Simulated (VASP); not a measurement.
# AlCu3 (Fm-3m) in VASP: a series of runs, part 2 of 2

VASP 6.6.1. The steps go on from the part before.

## (4) Single point, PBEsol (12.35 Å³/atom)

This run uses another cell than the first one, of 12.35 Å³/atom.

The input, INCAR:

```
SYSTEM = AlCu3
PREC = Accurate
ENCUT = 520
EDIFF = 1E-6
ISMEAR = 0
SIGMA = 0.1
LREAL = .False.
LASPH = .True.
NELM = 80
ALGO = Normal
ISIF = 2
LWAVE = .False.
LCHARG = .True.
GGA = PS
LELF = .True.
LVHAR = .True.
NBANDS = 26
```

The input, KPOINTS:

```
Automatic mesh
0
Gamma
  12 12 12
  0 0 0
```

The input, POSCAR:

```
AlCu3
1.0
    0.0000000000      2.9120215361      2.9120215361
    2.9120215361      0.0000000000      2.9120215361
    2.9120215361      2.9120215361      0.0000000000
Al Cu
1 3
Direct
    0.0000000000      0.0000000000      0.0000000000
    0.5000000000      0.5000000000      0.5000000000
    0.2500000000      0.2500000000      0.2500000000
    0.7500000000      0.7500000000      0.7500000000
```

Potentials or basis: VASP PAW PBE potentials, release 64 (Al, Cu).

Run with:

```bash
cat potpaw_PBE.64/Al/POTCAR potpaw_PBE.64/Cu/POTCAR > POTCAR
mpirun -np 1 vasp_std > vasp.out
```

OUTCAR:

```text
SYSTEM = AlCu3
   PREC = Accurate
   ENCUT = 520
   EDIFF = 1E-6
   ISMEAR = 0
   LREAL = .False.
   LASPH = .True.
   NELM = 80
   ISIF = 2
   GGA = PS

 ion  position               nearest neighbor table
   1  0.000  0.000  0.000-   3 2.52   4 2.52   4 2.52   4 2.52   4 2.52   3 2.52   3 2.52   3 2.52
                             2 2.91   2 2.91   2 2.91   2 2.91   2 2.91   2 2.91
   2  0.500  0.500  0.500-   3 2.52   4 2.52   3 2.52   3 2.52   3 2.52   4 2.52   4 2.52   4 2.52
                             1 2.91   1 2.91   1 2.91   1 2.91   1 2.91   1 2.91
   3  0.250  0.250  0.250-   1 2.52   2 2.52   1 2.52   1 2.52   1 2.52   2 2.52   2 2.52   2 2.52

   4  0.750  0.750  0.750-   1 2.52   2 2.52   2 2.52   2 2.52   2 2.52   1 2.52   1 2.52   1 2.52
[... 898 lines left out ...]
  -------------------------------------------------------------------------------------
  Total       -1.0492677     -1.0492677     -1.0492677     -0.0000000     -0.0000000     -0.0000000
  in kB      -34.0394980    -34.0394980    -34.0394980     -0.0000000     -0.0000000     -0.0000000
  external PRESSURE =     -34.0394980 kB  Pullay stress =       0.0000000 kB

 VOLUME and BASIS-vectors are now :
 -----------------------------------------------------------------------------
  energy-cutoff  :      520.00
  volume of cell :       49.39
      direct lattice vectors                 reciprocal lattice vectors
     0.000000000  2.912021536  2.912021536    -0.171702027  0.171702027  0.171702027
     2.912021536  0.000000000  2.912021536     0.171702027 -0.171702027  0.171702027
     2.912021536  2.912021536  0.000000000     0.171702027  0.171702027 -0.171702027

 POSITION                                       TOTAL-FORCE (eV/Angst)
 -----------------------------------------------------------------------------------
      0.00000      0.00000      0.00000         0.000000     -0.000000     -0.000000
      2.91202      2.91202      2.91202         0.000000     -0.000000     -0.000000
      1.45601      1.45601      1.45601         0.000000     -0.000000     -0.000000
      4.36803      4.36803      4.36803        -0.000000      0.000000      0.000000
 -----------------------------------------------------------------------------------
    total drift:                               -0.000000     -0.000000      0.000000

  FREE ENERGIE OF THE ION-ELECTRON SYSTEM (eV)
  ---------------------------------------------------
  free  energy   TOTEN  =       -17.7176279991 eV

  energy  without entropy=      -17.7127497172  energy(sigma->0) =      -17.71518886
```

OSZICAR:

```text
N       E                     dE             d eps       ncg     rms          rms(c)
DAV:   1     0.249988083851E+03    0.24999E+03   -0.15622E+04  3856   0.215E+03
DAV:   2    -0.331573086450E+01   -0.25330E+03   -0.24227E+03  3758   0.351E+02
DAV:   3    -0.218026461528E+02   -0.18487E+02   -0.17527E+02  4316   0.133E+02
DAV:   4    -0.222078227286E+02   -0.40518E+00   -0.40384E+00  5460   0.226E+01
DAV:   5    -0.222146181055E+02   -0.67954E-02   -0.67943E-02  5718   0.233E+00    0.174E+01
DAV:   6    -0.208657614187E+02    0.13489E+01   -0.46917E+01  4414   0.163E+02    0.114E+01
DAV:   7    -0.177575552569E+02    0.31082E+01   -0.11098E+01  4578   0.771E+01    0.933E-01
DAV:   8    -0.177479733770E+02    0.95819E-02   -0.51117E-01  5354   0.133E+01    0.129E+00
DAV:   9    -0.177305539778E+02    0.17419E-01   -0.55320E-02  4990   0.116E+01    0.864E-01
DAV:  10    -0.177174067142E+02    0.13147E-01   -0.25486E-02  4666   0.597E+00    0.138E-01
DAV:  11    -0.177176218370E+02   -0.21512E-03   -0.68982E-03  4998   0.111E+00    0.488E-02
DAV:  12    -0.177176433973E+02   -0.21560E-04   -0.66289E-04  4156   0.500E-01    0.327E-02
DAV:  13    -0.177176515863E+02   -0.81890E-05   -0.24204E-04  4442   0.383E-01    0.364E-02
DAV:  14    -0.177176288784E+02    0.22708E-04   -0.46613E-05  4464   0.186E-01    0.959E-03
DAV:  15    -0.177176279991E+02    0.87923E-06   -0.56809E-06  3754   0.380E-02
   1 F= -.17717628E+02 E0= -.17715189E+02  d E =-.487828E-02
```

It took 76 s on 1 thread of Intel Xeon Platinum 8488C (Sapphire Rapids), shared host; peak memory 0.21 GiB.

Results:

```yaml
Free_energy: -17.7176 eV
Pressure: -3.4 GPa
Band_gap_on_the_k_mesh: zero (bands 18 and 19 overlap by 5.80 eV)
```

Levels at points of the mesh, in eV from the Fermi level:
| k point | band 15 | band 16 | band 17 | band 18 | band 19 | band 20 | band 21 | band 22 |
| --- | --- | --- | --- | --- | --- | --- | --- | --- |
| (0.00, 0.00, 0.00) | -2.42 | -2.42 | 3.74 | 3.74 | 3.74 | 4.08 | 4.08 | 4.08 |
| (0.50, 0.00, 0.00) | -2.38 | -2.38 | -2.11 | 2.68 | 2.68 | 2.88 | 2.88 | 3.52 |
| (0.50, 0.50, 0.00) | -2.29 | -2.25 | -2.07 | -2.06 | -2.06 | 1.93 | 2.25 | 10.77 |

Caveat: the cell stands under tension; the PAW data sets were made with another functional, which shifts forces and pressure a little.

## (5) The runs side by side

| cell | gap on the mesh (eV) | pressure (GPa) |
| --- | --- | --- |
| a = 3.995 Å, angles 60.0°, 4 atoms | none | 11.3 |
| a = 4.037 Å, angles 60.0°, 4 atoms | none | 5.5 |
| a = 4.118 Å, angles 60.0°, 4 atoms | none | -3.4 |

Alike in all rows: task single point; level PBEsol; potentials or basis VASP PAW PBE potentials, release 64 (Al, Cu); no spin polarisation; k mesh 12 × 12 × 12; cutoff (eV) 520; smearing gaussian 0.1 eV.

Caveats: the PAW data sets were made with another functional, which shifts forces and pressure a little; the cell stands under pressure (at least some runs); the cell stands under tension (at least some runs).

Absolute energies hang on the potentials; compare differences alone.
